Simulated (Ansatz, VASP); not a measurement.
# Si2Ni in VASP and in Ansatz

INCAR

```
SYSTEM = Si2Ni
  PREC = Accurate
  ENCUT = 520
  EDIFF = 1E-6
  ISMEAR = 0
  SIGMA = 0.05
  LREAL = .False.
  LASPH = .True.
  NELM = 150
  ALGO = Normal
  ISIF = 2
  LWAVE = .False.
  LCHARG = .True.
  ISPIN = 2
  MAGMOM = 0 0 0.05
  LORBIT = 11
  LMAXMIX = 4
  GGA = PE
  IVDW = 12
  LELF = .True.
  LVHAR = .True.
  NBANDS = 20
```

The input KPOINTS:

```
Automatic mesh
0
Gamma
  8 8 8
  0 0 0
```

Contents of POSCAR:

```
Si2Ni
1.0
    0.0000000000      2.7045571426      2.7045571426
    2.7045571426      0.0000000000      2.7045571426
    2.7045571426      2.7045571426      0.0000000000
Si Ni
2 1
Direct
    0.2500000000      0.2500000000      0.2500000000
    0.7500000000      0.7500000000      0.7500000000
    0.0000000000      0.0000000000      0.0000000000
```

Input for Ansatz:

```yaml
crystal:
  lattice:
    - [0.0, 2.7045571426, 2.7045571426]
    - [2.7045571426, 0.0, 2.7045571426]
    - [2.7045571426, 2.7045571426, 0.0]
  atoms:
    - { symbol: Si, position: [0.25, 0.25, 0.25] }
    - { symbol: Si, position: [0.75, 0.75, 0.75] }
    - { symbol: Ni, position: [0.0, 0.0, 0.0], spin: 0.05 }
basis:
  ecutwfc: 420
  ecutrho_ratio: 4
kpoints:
  mp_grid: { grid: [8, 8, 8] }
hamiltonian:
  xc: pbe
  dispersion: d3bj
scf:
  occupations: { method: gaussian, width: 0.05 }
output:
  forces: true
  stress: true
  eigenvalues: true
  populations: true
magnetization:
  spin_polarized: true
```

Alike in both runs: task single point; functional PBE; dispersion D3(BJ); k mesh 8 × 8 × 8; occupations gaussian, width 0.05 eV; collinear spin.

```csv
,VASP,Ansatz
version,VASP 6.6.1,Ansatz 0.2.0
potentials or method,"VASP PAW PBE potentials, release 64 (Si, Ni), cutoff 520 eV","scalar-relativistic, plane waves, PAW"
valence electrons in the cell,18,26
```

```csv
,VASP,Ansatz,Ansatz less VASP
gap on the k mesh at the Fermi level (eV),none,none,-
pressure (GPa),-2.8,-2.9,-0.05
net moment per atom (μB),0.00,0.00,0.000
```

A gap of «none» marks a metal or a gap that the smearing closes. VASP's potentials hold 18 valence electrons a cell and Ansatz's 26, so a difference there can come from the potentials and not from the codes. Ansatz's warnings: seeded moment not kept.
